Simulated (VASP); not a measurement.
# Ti3HN3 in VASP: a series of runs

Ti3HN3 is run at these levels: PBE; tasks: single point.

Everything below comes from runs of VASP 6.6.1. Logs are shortened: lines on timing, memory, paths and dates and some standing lists are left out, and cuts for length are marked.

## 1. The cell of the first run

The cell holds a slab with vacuum, 7 atoms: a = 3.003 Å, b = 3.003 Å, c = 21.554 Å, α = 90.00°, β = 90.00°, γ = 120.00°.

## 2. Single point, PBE

INCAR reads:

```
  PREC = Accurate
  ENCUT = 520
  EDIFF = 1E-6
  ISMEAR = 0
  SIGMA = 0.1
  LREAL = F
  LASPH = T
  NELM = 100
  ALGO = Normal
  ISIF = 2
  LWAVE = F
  LCHARG = F
  LDIPOL = T
  IDIPOL = 3
  DIPOL = 0.5 0.5 0.355
  GGA = PE
  NBANDS = 35
```

KPOINTS reads:

```
regular mesh
0
Gamma
  9 9 1
```

POSCAR reads:

```
Ti3HN3
1.0
    3.0028555063      0.0000000000      0.0000000000
   -1.5014277532      2.6005491524      0.0000000000
    0.0000000000      0.0000000000     21.5541471692
N Ti H
3 3 1
Direct
    0.3333333333      0.6666666667      0.1855791356
    0.0000000000      0.0000000000      0.2993308528
    0.6666666667      0.3333333333      0.4147299344
    0.6666666667      0.3333333333      0.2424549943
    0.3333333333      0.6666666667      0.3575097830
    0.0000000000      0.0000000000      0.4664599852
    0.1666666667      0.6666666667      0.5218704603
```

Potentials or basis: VASP PAW PBE potentials, release 64 (N, Ti_sv, H).

Started as:

```bash
cat potpaw_PBE.64/N/POTCAR potpaw_PBE.64/Ti_sv/POTCAR potpaw_PBE.64/H/POTCAR > POTCAR
mpirun -np 1 vasp_std > vasp.out
```

OUTCAR:

```text
PREC = Accurate
   ENCUT = 520
   EDIFF = 1E-6
   ISMEAR = 0
   LREAL = F
   LASPH = T
   NELM = 100
   ISIF = 2
   GGA = PE

 ion  position               nearest neighbor table
   1  0.333  0.667  0.186-   4 2.12   4 2.12   4 2.12
   2  0.000  0.000  0.299-   4 2.12   4 2.12   4 2.12   5 2.14   5 2.14   5 2.14
   3  0.667  0.333  0.415-   6 2.06   6 2.06   6 2.06   5 2.13   5 2.13   5 2.13
   4  0.667  0.333  0.242-   2 2.12   2 2.12   2 2.12   1 2.12   1 2.12   1 2.12
   5  0.333  0.667  0.358-   3 2.13   3 2.13   3 2.13   2 2.14   2 2.14   2 2.14   6 2.92   6 2.92
                             6 2.92
   6  0.000  0.000  0.466-   7 1.78   3 2.06   3 2.06   3 2.06   5 2.92   5 2.92   5 2.92
   7  0.167  0.667  0.522-   6 1.78

  LATTYP: Found a hexagonal cell.
 ALAT       =     3.0028555063
 C/A-ratio  =     7.1778835592

  Lattice vectors:

 A1 = (   3.0028555063,   0.0000000000,   0.0000000000)
 A2 = (  -1.5014277532,   2.6005491524,   0.0000000000)
 A3 = (   0.0000000000,   0.0000000000,  21.5541471692)

Analysis of symmetry for initial positions (statically):
=====================================================================
 Subroutine PRICEL returns:
 Original cell was already a primitive cell.

 Routine SETGRP: Setting up the symmetry group for a
 hexagonal supercell.

 Subroutine GETGRP returns: Found  1 space group operations
 (whereof  1 operations were pure point group operations)
 out of a pool of 24 trial point group operations.

The static configuration has the point symmetry C_1 .

Analysis of symmetry for dynamics (positions and initial velocities):
=====================================================================
 Subroutine PRICEL returns:
 Original cell was already a primitive cell.

 Routine SETGRP: Setting up the symmetry group for a
 hexagonal supercell.

 Subroutine GETGRP returns: Found  1 space group operations
 (whereof  1 operations were pure point group operations)
 out of a pool of 24 trial point group operations.

The dynamic configuration has the point symmetry C_1 .

 Subroutine INISYM returns: Found  1 space group operations
 (whereof  1 operations are pure point group operations),
 and found     1 'primitive' translations

----------------------------------------------------------------------------------------

                                     Primitive cell

  volume of cell :     168.3179

  direct lattice vectors                    reciprocal lattice vectors
[... 108 lines left out ...]
   NELECT =      52.0000    total number of electrons
   NUPDOWN=      -1.0000    fix difference up-down
   EMIN   =  10.00;   EMAX   =-10.00  energy-range for DOS
   EFERMI =   0.00;   METHOD = LEGACY
   ISMEAR =     0;   SIGMA  =   0.10  broadening in eV -4-tet -1-fermi 0-gaus
   EFERMI_NEDOS =   21; number of points for ismear=-14 and -15
   IALGO  =     38    algorithm
   IMIX   =      4    mixing-type and parameters
     AMIX     =   0.40;   BMIX     =  1.00
     AMIX_MAG =   1.60;   BMIX_MAG =  1.00
  volume/ion in A,a.u.               =      24.05       162.27
  Fermi-wavevector in a.u.,A,eV,Ry     =   1.106707  2.091372 16.664409  1.224799
  Thomas-Fermi vector in A             =   2.243211
   LORBIT       =      0    0 simple, 1 ext, 2 COOP (PROOUT), +10 PAW based schemes
   GGA     = PE    functional components
   LHFCALC =     F    Hartree Fock is set to
   AEXX    =    0.0000 exact exchange contribution
   IVDW    =     0    specifies the selected vdW correction
   LEPSILON=     F    determine dielectric tensor
   LRPA    =     F    only Hartree local field effects (RPA)
 non-spin polarized calculation
 Gauss-broadening in eV      SIGMA  =   0.10
  energy-cutoff  :      520.00
  volume of cell :      168.32
 maximum number of plane-waves:      4581
   NGX = 11   NGY = 11   NGZ = 81

 dipolmoment           0.000000      0.000000      0.555044 electrons x Angstroem

 number of electron      52.0000013 magnetization

 dipolmoment           0.000000      0.000000     -0.156750 electrons x Angstroem

 Free energy of the ion-electron system (eV)
  ---------------------------------------------------
  ext. energy  EPLUGINS =         0.00000000
  ---------------------------------------------------
  free energy    TOTEN  =       -58.60971956 eV

  energy without entropy =      -58.60258353  energy(sigma->0) =      -58.60615154

 E-fermi :  -0.3740     XC(G=0):  -5.5244

 val. band max:       -0.4254082716   @ k =  -0.1111   0.1111   0.0000
 cond. band min:      -0.3581835306   @ k =   0.2222   0.1111   0.0000
 fundamental gap:      0.0672247411
 Fermi energy:        -0.3739750619

 k-point     1 :       0.0000    0.0000    0.0000
  band No.  band energies     occupation
      1     -58.0355      2.00000
      2     -57.7960      2.00000
      3     -56.9423      2.00000
      4     -34.5188      2.00000
      5     -34.0917      2.00000
      6     -34.0839      2.00000
[... 901 lines left out ...]
     34       2.8815      0.00000
     35       3.2111      0.00000

 [... further k-points ...]

------------------------ aborting loop because EDIFF is reached ----------------------------------------

 vacuum level on the upper side and lower side of the slab       (xc-potential included)        -1.960         1.561

  FORCE on cell =-STRESS in cart. coord.  units (eV):
  Direction    XX          YY          ZZ          XY          YZ          ZX
  --------------------------------------------------------------------------------------
  -------------------------------------------------------------------------------------
  Total       -1.4015033     -1.9885997     -3.4897116     -0.5339408     -0.8864841      1.7933300
  in kB      -13.3405690    -18.9289967    -33.2177160     -5.0824530     -8.4382271     17.0702721
  external PRESSURE =     -21.8290939 kB  Pullay stress =       0.0000000 kB

 VOLUME and BASIS-vectors are now :
 -----------------------------------------------------------------------------
  energy-cutoff  :      520.00
  volume of cell :      168.32
      direct lattice vectors                 reciprocal lattice vectors
     3.002855506  0.000000000  0.000000000     0.333016357  0.192267083  0.000000000
    -1.501427753  2.600549152  0.000000000     0.000000000  0.384534166  0.000000000
     0.000000000  0.000000000 21.554147169     0.000000000  0.000000000  0.046394784

 POSITION                                       TOTAL-FORCE (eV/Angst)
 -----------------------------------------------------------------------------------
     -0.00000      1.73370      4.00000         0.026194      0.006765      4.269452
      0.00000      0.00000      6.45182        -0.003105      0.006035      1.322324
      1.50143      0.86685      8.93915        -0.473743      0.064728     -0.222099
      1.50143      0.86685      5.22591        -0.011057     -0.001861     -5.552306
     -0.00000      1.73370      7.70582         0.030433     -0.009597     -0.048331
      0.00000      0.00000     10.05415        -0.766579      0.589654      0.227220
     -0.50048      1.73370     11.24847         1.197858     -0.655726      0.003739
 -----------------------------------------------------------------------------------
    total drift:                                0.000001      0.000012     -0.000354

  FREE ENERGIE OF THE ION-ELECTRON SYSTEM (eV)
  ---------------------------------------------------
  free  energy   TOTEN  =       -58.6097195587 eV

  energy  without entropy=      -58.6025835278  energy(sigma->0) =      -58.60615154

 vacuum level on the upper side and lower side of the slab         4.098         7.697
```

stdout:

```text
POSCAR found type information on POSCAR N TiH
 POSCAR found :  3 types and       7 ions
 scaLAPACK will be used
 LDA part: xc-table for (Slater+PW92), standard interpolation
 POSCAR, INCAR and KPOINTS ok, starting setup
 FFT: planning ... GRIDC
 FFT: planning ... GRID_SOFT
 FFT: planning ... GRID
 WAVECAR not read
 entering main loop
```

It took 3.9 min on 1 thread of Intel Xeon 6975P-C (Granite Rapids), shared host; peak memory 0.41 GiB.

Results:

- Free energy: -58.6097 eV
- Largest force: 5.552 eV/Å
- Band gap on the k mesh: zero (bands 26 and 27 overlap by 0.17 eV)

Forces in eV/Å, atoms in the order of the input:
```
N    0.026  0.007  4.269
N   -0.003  0.006  1.322
N   -0.474  0.065 -0.222
Ti  -0.011 -0.002 -5.552
Ti   0.030 -0.010 -0.048
Ti  -0.767  0.590  0.227
H    1.198 -0.656  0.004
```

## 3. Single point, PBE

INCAR reads:

```
SYSTEM = Ti3HN3
ALGO = Normal
DIPOL = 0.5 0.5 0.356
EDIFF = 1E-6
ENCUT = 520
GGA = PE
IDIPOL = 3
ISIF = 2
ISMEAR = 0
LASPH = .True.
LCHARG = .False.
LDIPOL = .True.
LREAL = .False.
LWAVE = .False.
NBANDS = 35
NELM = 100
PREC = Accurate
SIGMA = 0.1
```

KPOINTS reads:

```
k-points
0
Gamma
  9 9 1
  0 0 0
```

POSCAR: that of step 2 with these lines changed.

```diff
@@ -14,2 +14,2 @@
     0.0000000000      0.0000000000      0.4664599852
-    0.1666666667      0.6666666667      0.5218704603
+    0.5000000000      0.3333333333      0.5249504550
```

Potentials or basis: VASP PAW PBE potentials, release 64 (N, Ti_sv, H).

Started as:

```bash
cat potpaw_PBE.64/N/POTCAR potpaw_PBE.64/Ti_sv/POTCAR potpaw_PBE.64/H/POTCAR > POTCAR
mpirun -np 1 vasp_std > vasp.out
```

OUTCAR:

```text
SYSTEM = Ti3HN3
   EDIFF = 1E-6
   ENCUT = 520
   GGA = PE
   ISIF = 2
   ISMEAR = 0
   LASPH = .True.
   LREAL = .False.
   NELM = 100
   PREC = Accurate

 ion  position               nearest neighbor table
   1  0.333  0.667  0.186-   4 2.12   4 2.12   4 2.12
   2  0.000  0.000  0.299-   4 2.12   4 2.12   4 2.12   5 2.14   5 2.14   5 2.14
   3  0.667  0.333  0.415-   6 2.06   6 2.06   6 2.06   5 2.13   5 2.13   5 2.13
   4  0.667  0.333  0.242-   2 2.12   2 2.12   2 2.12   1 2.12   1 2.12   1 2.12
   5  0.333  0.667  0.358-   3 2.13   3 2.13   3 2.13   2 2.14   2 2.14   2 2.14   6 2.92   6 2.92
                             6 2.92
   6  0.000  0.000  0.466-   7 1.83   3 2.06   3 2.06   3 2.06   5 2.92   5 2.92   5 2.92
   7  0.500  0.333  0.525-   6 1.83

  LATTYP: Found a hexagonal cell.
 ALAT       =     3.0028555063
 C/A-ratio  =     7.1778835592

  Lattice vectors:

 A1 = (   3.0028555063,   0.0000000000,   0.0000000000)
 A2 = (  -1.5014277532,   2.6005491524,   0.0000000000)
 A3 = (   0.0000000000,   0.0000000000,  21.5541471692)

Analysis of symmetry for initial positions (statically):
=====================================================================
 Subroutine PRICEL returns:
 Original cell was already a primitive cell.

 Routine SETGRP: Setting up the symmetry group for a
 hexagonal supercell.

 Subroutine GETGRP returns: Found  1 space group operations
 (whereof  1 operations were pure point group operations)
 out of a pool of 24 trial point group operations.

The static configuration has the point symmetry C_1 .

Analysis of symmetry for dynamics (positions and initial velocities):
=====================================================================
 Subroutine PRICEL returns:
 Original cell was already a primitive cell.

 Routine SETGRP: Setting up the symmetry group for a
 hexagonal supercell.

 Subroutine GETGRP returns: Found  1 space group operations
 (whereof  1 operations were pure point group operations)
 out of a pool of 24 trial point group operations.

The dynamic configuration has the point symmetry C_1 .

 Subroutine INISYM returns: Found  1 space group operations
 (whereof  1 operations are pure point group operations),
 and found     1 'primitive' translations

----------------------------------------------------------------------------------------

                                     Primitive cell

  volume of cell :     168.3179

  direct lattice vectors                    reciprocal lattice vectors
     3.002855506  0.000000000  0.000000000     0.333016357  0.192267083  0.000000000
    -1.501427753  2.600549152  0.000000000     0.000000000  0.384534166  0.000000000
     0.000000000  0.000000000 21.554147169     0.000000000  0.000000000  0.046394784

  length of vectors
     3.002855506  3.002855506 21.554147169     0.384534166  0.384534166  0.046394784

  position of ions in fractional coordinates (direct lattice)
     0.333333333  0.666666667  0.185579136
     0.000000000  0.000000000  0.299330853
     0.666666667  0.333333333  0.414729934
     0.666666667  0.333333333  0.242454994
     0.333333333  0.666666667  0.357509783
     0.000000000  0.000000000  0.466459985
     0.500000000  0.333333333  0.524950455

[... 64 lines left out ...]
   number of dos      NEDOS =    301   number of ions     NIONS =      7
   total plane-waves  NPLWV =  92160
   dimension x,y,z NGX =    24 NGY =   24 NGZ =  160
   dimension x,y,z NGXF=    48 NGYF=   48 NGZF=  320
   ions per type =               3   3   1
   NGX,Y,Z   is equivalent  to a cutoff of  13.29, 13.29, 12.34 a.u.
   NGXF,Y,Z  is equivalent  to a cutoff of  26.57, 26.57, 24.68 a.u.
 SYSTEM =  Ti3HN3
   PREC   = accura    normal or accurate (medium, high low for compatibility)
   ISTART =      0    job   : 0-new  1-cont  2-samecut
   ICHARG =      2    charge: 1-file 2-atom 10-const
   ISPIN  =      1    spin polarized calculation?
   LNONCOLLINEAR =      F non collinear calculations
   LSORBIT =      F    spin-orbit coupling
   LASPH  =      T    aspherical Exc in radial PAW
   ENCUT  =  520.0 eV  38.22 Ry    6.18 a.u.   5.58  5.58 40.08*2*pi/ulx,y,z
   NELM   =    100;   NELMIN=  2; NELMDL= -5     # of ELM steps
   EDIFF  = 0.1E-05   stopping-criterion for ELM
   LREAL  =      F    real-space projection
   EDIFFG = 0.1E-04   stopping-criterion for IOM
   NSW    =      0    number of steps for IOM
   IBRION =     -1    ionic relax: 0-MD 1-quasi-New 2-CG
   NFREE  =      0    steps in history (QN), initial steepest desc. (CG)
   ISIF   =      2    stress and relaxation
   ISYM   =      2    0-nonsym 1-usesym 2-fastsym
   POTIM  = 0.5000    time-step for ionic-motion
   TEBEG  =    0.0;   TEEND  =   0.0 temperature during run
   PSTRESS=    0.0 pullay stress
   NELECT =      52.0000    total number of electrons
   NUPDOWN=      -1.0000    fix difference up-down
   EMIN   =  10.00;   EMAX   =-10.00  energy-range for DOS
   EFERMI =   0.00;   METHOD = LEGACY
   ISMEAR =     0;   SIGMA  =   0.10  broadening in eV -4-tet -1-fermi 0-gaus
   EFERMI_NEDOS =   21; number of points for ismear=-14 and -15
   IALGO  =     38    algorithm
   IMIX   =      4    mixing-type and parameters
     AMIX     =   0.40;   BMIX     =  1.00
     AMIX_MAG =   1.60;   BMIX_MAG =  1.00
  volume/ion in A,a.u.               =      24.05       162.27
  Fermi-wavevector in a.u.,A,eV,Ry     =   1.106707  2.091372 16.664409  1.224799
  Thomas-Fermi vector in A             =   2.243211
   LORBIT       =      0    0 simple, 1 ext, 2 COOP (PROOUT), +10 PAW based schemes
   GGA     = PE    functional components
   LHFCALC =     F    Hartree Fock is set to
   AEXX    =    0.0000 exact exchange contribution
   IVDW    =     0    specifies the selected vdW correction
   LEPSILON=     F    determine dielectric tensor
   LRPA    =     F    only Hartree local field effects (RPA)
 non-spin polarized calculation
 Gauss-broadening in eV      SIGMA  =   0.10
  energy-cutoff  :      520.00
  volume of cell :      168.32
 maximum number of plane-waves:      4581
   NGX = 11   NGY = 11   NGZ = 81

 dipolmoment           0.000000      0.000000      0.005250 electrons x Angstroem

 number of electron      52.0000013 magnetization

 dipolmoment           0.000000      0.000000     -0.149509 electrons x Angstroem

 Free energy of the ion-electron system (eV)
  ---------------------------------------------------
  ext. energy  EPLUGINS =         0.00000000
  ---------------------------------------------------
  free energy    TOTEN  =       -58.45477734 eV

  energy without entropy =      -58.44676131  energy(sigma->0) =      -58.45076932

 E-fermi :  -0.4294     XC(G=0):  -5.5332

 val. band max:       -0.4631394707   @ k =   0.1111  -0.0000   0.0000
 cond. band min:      -0.4265750264   @ k =  -0.3333   0.2222   0.0000
 fundamental gap:      0.0365644442
 Fermi energy:        -0.4294037394

 k-point     1 :       0.0000    0.0000    0.0000
  band No.  band energies     occupation
      1     -58.1099      2.00000
      2     -57.8683      2.00000
      3     -56.9943      2.00000
      4     -34.5991      2.00000
      5     -34.1800      2.00000
      6     -34.1714      2.00000
[... 901 lines left out ...]
     34       2.8286      0.00000
     35       3.1354      0.00000

 [... further k-points ...]

------------------------ aborting loop because EDIFF is reached ----------------------------------------

 vacuum level on the upper side and lower side of the slab       (xc-potential included)        -1.903         1.458

  FORCE on cell =-STRESS in cart. coord.  units (eV):
  Direction    XX          YY          ZZ          XY          YZ          ZX
  --------------------------------------------------------------------------------------
  -------------------------------------------------------------------------------------
  Total       -2.3234019     -2.3926507     -2.8513600     -0.2653690      0.7479398      0.7898386
  in kB      -22.1158979    -22.7750603    -27.1414028     -2.5259826      7.1194568      7.5182817
  external PRESSURE =     -24.0107870 kB  Pullay stress =       0.0000000 kB

 VOLUME and BASIS-vectors are now :
 -----------------------------------------------------------------------------
  energy-cutoff  :      520.00
  volume of cell :      168.32
      direct lattice vectors                 reciprocal lattice vectors
     3.002855506  0.000000000  0.000000000     0.333016357  0.192267083  0.000000000
    -1.501427753  2.600549152  0.000000000     0.000000000  0.384534166  0.000000000
     0.000000000  0.000000000 21.554147169     0.000000000  0.000000000  0.046394784

 POSITION                                       TOTAL-FORCE (eV/Angst)
 -----------------------------------------------------------------------------------
     -0.00000      1.73370      4.00000        -0.017727      0.011711      4.268851
      0.00000      0.00000      6.45182        -0.018813     -0.003226      1.360982
      1.50143      0.86685      8.93915         0.103314     -0.137618     -0.546517
      1.50143      0.86685      5.22591        -0.002300     -0.003532     -5.554178
     -0.00000      1.73370      7.70582         0.057142      0.003274     -0.218451
      0.00000      0.00000     10.05415        -0.798291     -0.381853      0.684050
      1.00095      0.86685     11.31486         0.676675      0.511243      0.005263
 -----------------------------------------------------------------------------------
    total drift:                                0.000022     -0.000014     -0.000137

  FREE ENERGIE OF THE ION-ELECTRON SYSTEM (eV)
  ---------------------------------------------------
  free  energy   TOTEN  =       -58.4547773365 eV

  energy  without entropy=      -58.4467613108  energy(sigma->0) =      -58.45076932

 vacuum level on the upper side and lower side of the slab         4.136         7.582
```

Wall time 4.5 min (1 thread of Intel Xeon 6975P-C (Granite Rapids), shared host); peak memory 0.41 GiB.

What came out:

```
Free energy            : -58.4548 eV
Largest force          : 5.554 eV/Å
Band gap on the k mesh : zero (bands 26 and 27 overlap by 0.17 eV)
```

Forces on the atoms (eV/Å):
```
N   -0.018  0.012  4.269
N   -0.019 -0.003  1.361
N    0.103 -0.138 -0.547
Ti  -0.002 -0.004 -5.554
Ti   0.057  0.003 -0.218
Ti  -0.798 -0.382  0.684
H    0.677  0.511  0.005
```
